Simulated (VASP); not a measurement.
A run of VASP 6.6.1 is set up as follows.

File POSCAR:

```
InP
1.0
    0.0000000000      2.9305000000      2.9305000000
    2.9305000000      0.0000000000      2.9305000000
    2.9305000000      2.9305000000      0.0000000000
In P
1 1
Direct
    0.0000000000      0.0000000000      0.0000000000
    0.7500000000      0.7500000000      0.7500000000
```

INCAR.step1

```
  PREC = Accurate
  ENCUT = 520
  EDIFF = 1E-5
  ISMEAR = -1
  SIGMA = 0.05
  LREAL = F
  LASPH = T
  NELM = 80
  ALGO = Normal
  ISIF = 2
  LWAVE = T
  LCHARG = F
  NBANDS = 16
  GGA = PE
```

The input INCAR.step2:

```
  PREC = Accurate
  ENCUT = 520
  EDIFF = 1E-6
  ISMEAR = -1
  SIGMA = 0.05
  LREAL = F
  LASPH = T
  NELM = 80
  ALGO = Normal
  ISIF = 2
  LWAVE = F
  LCHARG = F
  GGA = PE
  LHFCALC = T
  HFSCREEN = 0.2079
  PRECFOCK = Normal
  NBANDS = 16
  ISTART = 1
```

The input KPOINTS:

```
regular mesh
0
Gamma
  4 4 4
```

Potentials or basis: VASP PAW PBE potentials, release 64 (In_d, P).

Launch:

```sh
$ cat potpaw_PBE.64/In_d/POTCAR potpaw_PBE.64/P/POTCAR > POTCAR
$ cp INCAR.step1 INCAR
$ mpirun -np 1 vasp_std > vasp.out
$ cp INCAR.step2 INCAR
$ mpirun -np 1 vasp_std > vasp.out
```

**Question.** Estimate the pressure.

**Answer.** 1.5 GPa.

**Question.** What does it give for the band gap on the k mesh?

**Answer.** 1.53 eV.

Caveat: the k points lie up to 0.46 Å⁻¹ apart; the PAW data sets were made with another functional, which shifts forces and pressure a little; spin-orbit coupling is left out, which moves the levels of the heavy elements.
